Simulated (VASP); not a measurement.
NbCl: single point with PBE

NbCl:

```
Nb Cl
1.0
     2.95054    0.00000    0.00000
     0.00000    2.95054    0.00000
     0.00000    0.00000    3.80264
Nb Cl
1 1
Cartesian
  1.4753 1.4753 1.9013
  0.0000 0.0000 0.0000
```

```
Program                : VASP 6.6.1
Task                   : single point
Functional             : PBE
Potentials or basis    : VASP PAW PBE potentials, release 64 (Nb_sv, Cl)
Cutoff                 : 520 eV
k mesh                 : 6 × 6 × 4
Occupations            : gaussian, width 0.1 eV
Spin                   : collinear spin, ferromagnetic start
Starting moments       : [0.71, 0.0] μB
Dipole correction      : no
Further INCAR settings : ALGO = Normal; EDIFF = 1e-07; NBANDS = 21
```

```
Pressure                                              : -0.1 GPa
Band gap on the k mesh                                : zero (filled and empty bands overlap)
Net moment                                            : 0.00 μB per cell
Valence electrons inside the program's atomic spheres : Nb 10.68; Cl 5.04
```

Stress tensor (GPa, compression positive):
```
-0.20  0.00  0.00
 0.00 -0.20  0.00
 0.00  0.00  0.01
```

Levels at points of the mesh, in eV from the Fermi level:
Spin up:
```
           k point  band 7  band 8  band 9  band 10  band 11  band 12  band 13  band 14
(0.00, 0.00, 0.00)   -4.47   -4.47   -3.89    -3.18     0.30     1.10     1.10     2.72
(0.50, 0.00, 0.00)   -7.46   -4.40   -2.26     1.60     1.80     1.99     2.54     2.61
(0.50, 0.50, 0.00)   -7.93   -5.66   -2.61    -2.18    -1.88    -1.88     4.49     7.11
(0.00, 0.00, 0.50)   -5.00   -5.00   -2.82    -1.03     2.69     2.69     2.82     4.12
(0.50, 0.00, 0.50)   -7.33   -3.87   -3.02    -0.53     0.18     0.95     1.02     5.93
(0.50, 0.50, 0.50)   -8.77   -8.13    1.27     1.84     1.91     1.91     2.08     3.44
```
Spin down:
```csv
k point,band 8,band 9,band 10,band 11,band 12,band 13
"(0.00, 0.00, 0.00)",-4.47,-3.89,-3.18,0.30,1.10,1.10
"(0.50, 0.00, 0.00)",-4.40,-2.26,1.60,1.80,1.99,2.54
"(0.50, 0.50, 0.00)",-5.66,-2.61,-2.18,-1.88,-1.88,4.49
"(0.00, 0.00, 0.50)",-5.00,-2.82,-1.03,2.69,2.69,2.82
"(0.50, 0.00, 0.50)",-3.87,-3.02,-0.53,0.18,0.95,1.02
"(0.50, 0.50, 0.50)",-8.13,1.27,1.84,1.91,1.91,2.08
```

It took 30 s on 1 thread of AMD EPYC 9R45 96-Core Processor (Zen 5), on a shared host, peak memory 0.14 GiB.

Caveat: the k points lie up to 0.41 Å⁻¹ apart.
